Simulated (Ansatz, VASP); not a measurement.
# ZnCu in VASP and in Ansatz

Contents of POSCAR:

```
ZnCu
1.0
    2.8892035514      0.0000000000      0.0000000000
    0.0000000000      2.8892035514      0.0000000000
    0.0000000000      0.0000000000      2.8892035514
Zn Cu
1 1
Direct
    0.5000000000      0.5000000000      0.5000000000
    0.0000000000      0.0000000000      0.0000000000
```

File INCAR.step1:

```
ALGO = Normal
EDIFF = 1E-4
ENCUT = 520
GGA = PE
ISMEAR = 0
LASPH = True
LCHARG = False
LREAL = False
LWAVE = True
NBANDS = 18
NELM = 100
PREC = Accurate
SIGMA = 0.1
```

INCAR.step2

```
ALGO = Normal
EDIFF = 1E-6
ENCUT = 520
ISIF = 2
ISMEAR = 0
ISTART = 1
LASPH = True
LCHARG = True
LELF = True
LMIXTAU = True
LREAL = False
LVHAR = True
LWAVE = False
METAGGA = R2SCAN
NBANDS = 18
NELM = 100
PREC = Accurate
SIGMA = 0.1
```

Contents of KPOINTS:

```
k-points
0
Gamma
  14 14 14
```

Input for Ansatz:

```yaml
crystal:
  lattice:
    - [2.8892035514, 0.0, 0.0]
    - [0.0, 2.8892035514, 0.0]
    - [0.0, 0.0, 2.8892035514]
  atoms:
    - { symbol: Zn, position: [0.5, 0.5, 0.5] }
    - { symbol: Cu, position: [0.0, 0.0, 0.0] }
basis:
  ecutwfc: 500
kpoints:
  mp_grid: { grid: [14, 14, 14] }
hamiltonian:
  xc: r2scan
scf:
  occupations: { method: gaussian, width: 0.1 }
output:
  forces: true
  stress: true
  eigenvalues: true
```

Alike in both runs: task single point; functional r2SCAN; k mesh 14 × 14 × 14; occupations gaussian, width 0.1 eV; no spin polarisation.

|  | VASP | Ansatz |
| --- | --- | --- |
| version | VASP 6.6.1 | Ansatz 0.2.0 |
| potentials or method | VASP PAW PBE potentials, release 64 (Zn, Cu), cutoff 520 eV | scalar-relativistic, plane waves, PAW |
| valence electrons in the cell | 23 | 31 |

```tsv
	VASP	Ansatz	Ansatz less VASP
gap on the k mesh at the Fermi level (eV)	none	none	-
pressure (GPa)	5.0	4.4	-0.59
```

VASP's potentials were made for PBE, not for r2SCAN. A gap of «none» marks a metal or a gap that the smearing closes. VASP's potentials hold 23 valence electrons a cell and Ansatz's 31, so a difference there can come from the potentials and not from the codes.
